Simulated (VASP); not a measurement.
# CoSi (WC type) (P-6m2) in VASP: a series of runs, part 2 of 2

VASP 6.6.1. The steps go on from the part before.

## Step 3: Single point, PBE

Contents of INCAR:

```
SYSTEM = CoSi
ALGO     = Normal         ! electronic algorithm
EDIFF    = 1E-7           ! SCF threshold, eV
ENCUT    = 520            ! plane-wave cutoff, eV
GGA      = PE             ! functional
ISIF     = 2              ! what is computed and relaxed
ISMEAR   = -1             ! smearing method
LASPH    = .TRUE.         ! aspherical terms in the spheres
LCHARG   = .FALSE.        ! write CHGCAR
LREAL    = .FALSE.        ! projectors in reciprocal space
LWAVE    = .FALSE.        ! write WAVECAR
NBANDS   = 14             ! bands
NELM     = 80             ! most SCF steps
PREC     = Accurate       ! precision mode
SIGMA    = 0.05           ! smearing width, eV
```

Contents of KPOINTS:

```
k-points
0
G
  17 17 15
  0 0 0
```

Contents of POSCAR:

```
CoSi
1.0
    2.2911159138      0.0000000000      0.0000000000
   -1.1455579569      1.9841645843      0.0000000000
    0.0000000000      0.0000000000      3.2471504219
Co Si
1 1
Direct
    0.0000000000      0.0000000000      0.0000000000
    0.3333333333      0.6666666667      0.5000000000
```

Potentials or basis: VASP PAW PBE potentials, release 64 (Co, Si).

On the command line:

```sh
$ cat potpaw_PBE.64/Co/POTCAR potpaw_PBE.64/Si/POTCAR > POTCAR
$ mpirun -np 1 vasp_std > vasp.out
```

OUTCAR:

```text
SYSTEM = CoSi
   EDIFF = 1E-7
   ENCUT = 520
   GGA = PE
   ISIF = 2
   ISMEAR = -1
   LASPH = .TRUE.
   LREAL = .FALSE.
   NELM = 80
   PREC = Accurate

 ion  position               nearest neighbor table
   1  0.000  0.000  0.000-   2 2.09   2 2.09   2 2.09   2 2.09   2 2.09   2 2.09   2 3.10   2 3.10
                             2 3.10   2 3.10   2 3.10   2 3.10
   2  0.333  0.667  0.500-   1 2.09   1 2.09   1 2.09   1 2.09   1 2.09   1 2.09   1 3.10   1 3.10
                             1 3.10   1 3.10   1 3.10   1 3.10

  LATTYP: Found a hexagonal cell.
 ALAT       =     2.2911159138
 C/A-ratio  =     1.4172789785

  Lattice vectors:

 A1 = (   2.2911159138,   0.0000000000,   0.0000000000)
 A2 = (  -1.1455579569,   1.9841645843,   0.0000000000)
 A3 = (   0.0000000000,   0.0000000000,   3.2471504219)

Analysis of symmetry for initial positions (statically):
=====================================================================
 Subroutine PRICEL returns:
 Original cell was already a primitive cell.

 Routine SETGRP: Setting up the symmetry group for a
 hexagonal supercell.

 Subroutine GETGRP returns: Found 12 space group operations
 (whereof 12 operations were pure point group operations)
 out of a pool of 24 trial point group operations.

The static configuration has the point symmetry D_3h.

Analysis of symmetry for dynamics (positions and initial velocities):
=====================================================================
 Subroutine PRICEL returns:
 Original cell was already a primitive cell.

 Routine SETGRP: Setting up the symmetry group for a
 hexagonal supercell.

 Subroutine GETGRP returns: Found 12 space group operations
 (whereof 12 operations were pure point group operations)
 out of a pool of 24 trial point group operations.

The dynamic configuration has the point symmetry D_3h.

 Subroutine INISYM returns: Found 12 space group operations
 (whereof 12 operations are pure point group operations),
 and found     1 'primitive' translations

----------------------------------------------------------------------------------------

                                     Primitive cell

  volume of cell :      14.7614

  direct lattice vectors                    reciprocal lattice vectors
     2.291115914  0.000000000  0.000000000     0.436468532  0.251995225  0.000000000
    -1.145557957  1.984164584  0.000000000     0.000000000  0.503990449  0.000000000
     0.000000000  0.000000000  3.247150422     0.000000000  0.000000000  0.307962327

  length of vectors
     2.291115914  2.291115914  3.247150422     0.503990449  0.503990449  0.307962327

  position of ions in fractional coordinates (direct lattice)
     0.000000000  0.000000000  0.000000000
     0.333333333  0.666666667  0.500000000

  ion indices of the primitive-cell ions
   primitive index   ion index
                 1           1
                 2           2

----------------------------------------------------------------------------------------

 KPOINTS: k-points

Automatic generation of k-mesh.
 Grid dimensions read from file:
 generate k-points for:   17   17   15

 Generating k-lattice:

  Cartesian coordinates                     Fractional coordinates (reciprocal lattice)
     0.025674620  0.014823249  0.000000000     0.058823529 -0.000000000  0.000000000
     0.000000000  0.029646497  0.000000000     0.000000000  0.058823529  0.000000000
     0.000000000  0.000000000  0.020530822     0.000000000  0.000000000  0.066666667

  Length of vectors
     0.029646497  0.029646497  0.020530822

  Shift w.r.t. Gamma in fractional coordinates (k-lattice)
     0.000000000  0.000000000  0.000000000

 Subroutine IBZKPT returns following result:
 ===========================================

 Found    264 irreducible k-points:

 Following reciprocal coordinates:
            Coordinates               Weight
  0.000000  0.000000  0.000000      1.000000
  0.058824 -0.000000  0.000000      6.000000
  0.117647  0.000000  0.000000      6.000000
  0.176471 -0.000000  0.000000      6.000000
  0.235294  0.000000  0.000000      6.000000
  0.294118  0.000000  0.000000      6.000000
[... 16 lines left out ...]
  0.411765  0.117647  0.000000     12.000000
  0.176471  0.176471  0.000000      6.000000
 [... further k-points ...]
   k-points           NKPTS =    264   k-points in BZ     NKDIM =    264   number of bands    NBANDS=     14
   number of dos      NEDOS =    301   number of ions     NIONS =      2
   total plane-waves  NPLWV =   7776
   dimension x,y,z NGX =    18 NGY =   18 NGZ =   24
   dimension x,y,z NGXF=    36 NGYF=   36 NGZF=   48
   ions per type =               1   1
   NGX,Y,Z   is equivalent  to a cutoff of  13.06, 13.06, 12.29 a.u.
   NGXF,Y,Z  is equivalent  to a cutoff of  26.12, 26.12, 24.57 a.u.
 SYSTEM =  CoSi
   PREC   = accura    normal or accurate (medium, high low for compatibility)
   ISTART =      0    job   : 0-new  1-cont  2-samecut
   ICHARG =      2    charge: 1-file 2-atom 10-const
   ISPIN  =      1    spin polarized calculation?
   LNONCOLLINEAR =      F non collinear calculations
   LSORBIT =      F    spin-orbit coupling
   LASPH  =      T    aspherical Exc in radial PAW
   ENCUT  =  520.0 eV  38.22 Ry    6.18 a.u.   4.26  4.26  6.04*2*pi/ulx,y,z
   NELM   =     80;   NELMIN=  2; NELMDL= -5     # of ELM steps
   EDIFF  = 0.1E-06   stopping-criterion for ELM
   LREAL  =      F    real-space projection
   EDIFFG = 0.1E-05   stopping-criterion for IOM
   NSW    =      0    number of steps for IOM
   IBRION =     -1    ionic relax: 0-MD 1-quasi-New 2-CG
   NFREE  =      0    steps in history (QN), initial steepest desc. (CG)
   ISIF   =      2    stress and relaxation
   ISYM   =      2    0-nonsym 1-usesym 2-fastsym
   POTIM  = 0.5000    time-step for ionic-motion
   TEBEG  =    0.0;   TEEND  =   0.0 temperature during run
   PSTRESS=    0.0 pullay stress
   NELECT =      13.0000    total number of electrons
   NUPDOWN=      -1.0000    fix difference up-down
   EMIN   =  10.00;   EMAX   =-10.00  energy-range for DOS
   EFERMI =   0.00;   METHOD = LEGACY
   ISMEAR =    -1;   SIGMA  =   0.05  broadening in eV -4-tet -1-fermi 0-gaus
   EFERMI_NEDOS =   21; number of points for ismear=-14 and -15
   IALGO  =     38    algorithm
   IMIX   =      4    mixing-type and parameters
     AMIX     =   0.40;   BMIX     =  1.00
     AMIX_MAG =   1.60;   BMIX_MAG =  1.00
  volume/ion in A,a.u.               =       7.38        49.81
  Fermi-wavevector in a.u.,A,eV,Ry     =   1.569207  2.965371 33.503129  2.462411
  Thomas-Fermi vector in A             =   2.671124
   LORBIT       =      0    0 simple, 1 ext, 2 COOP (PROOUT), +10 PAW based schemes
   GGA     = PE    functional components
   LHFCALC =     F    Hartree Fock is set to
   AEXX    =    0.0000 exact exchange contribution
   IVDW    =     0    specifies the selected vdW correction
   LEPSILON=     F    determine dielectric tensor
   LRPA    =     F    only Hartree local field effects (RPA)
 non-spin polarized calculation
  energy-cutoff  :      520.00
  volume of cell :       14.76
 maximum number of plane-waves:       427
 NGX is ok and might be reduce to    18
   NGX =  9   NGY =  9   NGZ = 13

 number of electron      13.0000002 magnetization

 Free energy of the ion-electron system (eV)
  ---------------------------------------------------
  ext. energy  EPLUGINS =         0.00000000
  ---------------------------------------------------
  free energy    TOTEN  =        -9.72016379 eV

  energy without entropy =       -9.71079023  energy(sigma->0) =       -9.71547701

 E-fermi :  19.6535     XC(G=0): -14.9664

 val. band max:       19.6292406624   @ k =   0.3529   0.1176   0.2000
 cond. band min:      19.6536714262   @ k =   0.4118   0.1176   0.2667
 fundamental gap:      0.0244307638
 Fermi energy:        19.6534934247

 k-point     1 :       0.0000    0.0000    0.0000
  band No.  band energies     occupation
      1       1.4790      2.00000
      2      12.4439      2.00000
      3      14.7029      2.00000
      4      16.5316      2.00000
      5      16.5316      2.00000
      6      17.9356      2.00000
      7      17.9356      2.00000
      8      23.7403      0.00000
      9      33.3631      0.00000
     10      33.3631      0.00000
     11      36.9556      0.00000
     12      36.9556      0.00000
     13      38.3929      0.00000
     14      42.4911      0.00000
[... 377 lines left out ...]
      1       4.8337      2.00000
      2      13.3360      2.00000
      3      13.9083      2.00000
      4      14.6818      2.00000
      5      16.9169      2.00000
      6      18.3948      2.00000
      7      21.6741      0.00000
      8      22.6081      0.00000
      9      24.1010      0.00000
     10      27.0329      0.00000
     11      33.9759      0.00000
     12      37.4367      0.00000
     13      38.5893      0.00000
     14      39.3020      0.00000

 [... further k-points ...]
[... 5 lines left out ...]
  --------------------------------------------------------------------------------------
  -------------------------------------------------------------------------------------
  Total       19.4288207     19.4288207     19.6496893      0.0000000      0.0000000      0.0000000
  in kB     2108.7731371   2108.7731369   2132.7458605      0.0000000      0.0000000      0.0000000
  external PRESSURE =    2116.7640448 kB  Pullay stress =       0.0000000 kB

 VOLUME and BASIS-vectors are now :
 -----------------------------------------------------------------------------
  energy-cutoff  :      520.00
  volume of cell :       14.76
      direct lattice vectors                 reciprocal lattice vectors
     2.291115914  0.000000000  0.000000000     0.436468532  0.251995225  0.000000000
    -1.145557957  1.984164584  0.000000000     0.000000000  0.503990449  0.000000000
     0.000000000  0.000000000  3.247150422     0.000000000  0.000000000  0.307962327

 POSITION                                       TOTAL-FORCE (eV/Angst)
 -----------------------------------------------------------------------------------
      0.00000      0.00000      0.00000        -0.000000      0.000000      0.000000
     -0.00000      1.32278      1.62358         0.000000     -0.000000      0.000000
 -----------------------------------------------------------------------------------
    total drift:                                0.000000     -0.000000      0.000000

  FREE ENERGIE OF THE ION-ELECTRON SYSTEM (eV)
  ---------------------------------------------------
  free  energy   TOTEN  =        -9.7201637933 eV

  energy  without entropy=       -9.7107902333  energy(sigma->0) =       -9.71547701
```

Run time: 52 s. Hardware: 1 thread of Intel Xeon 8259CL, shared host; peak memory 0.18 GiB.

What came out:

- Free energy: -9.7202 eV
- Pressure: 211.7 GPa
- Band gap on the k mesh: zero (an odd number of electrons rules out a gap without spin polarisation)

Caveat: the cell stands under pressure; the run has no spin polarisation, though such a crystal can be magnetic. Spin polarisation is off, so any magnetic state and its effect on volume and gap are missing.
